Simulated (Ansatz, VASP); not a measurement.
**Two plane-wave programs on TiOs3**

```
CELL_PARAMETERS angstrom
0.00000 3.09460 3.09460
3.09460 0.00000 3.09460
3.09460 3.09460 0.00000
ATOMIC_POSITIONS crystal
Ti 0.50000 0.50000 0.50000
Os 0.25000 0.25000 0.25000
Os 0.75000 0.75000 0.75000
Os 0.00000 0.00000 0.00000
```

Alike in both runs: functional PBE; k mesh 6 × 6 × 6; occupations gaussian, width 0.1 eV; no spin polarisation.

Ansatz relaxed the structure, and its values are those at the end. VASP's run is a single point on that final structure, the one shown.

|  | VASP | Ansatz |
| --- | --- | --- |
| version | VASP 6.6.1 | Ansatz 0.2.0 |
| potentials or method | VASP PAW PBE potentials, release 64 (Ti_sv, Os), cutoff 520 eV | scalar-relativistic, plane waves, PAW |
| valence electrons in the cell | 36 | 60 |

Ansatz gave:

```
gap on the k mesh at the Fermi level (eV) : none
pressure (GPa)                            : -0.2
```

Problem. Estimate VASP's values.

Solution. gap on the k mesh at the Fermi level (eV): none; pressure (GPa): -0.3.

A gap of «none» marks a metal or a gap that the smearing closes. VASP's potentials hold 36 valence electrons a cell and Ansatz's 60, so a difference there can come from the potentials and not from the codes.

Neither program's run includes spin-orbit coupling.
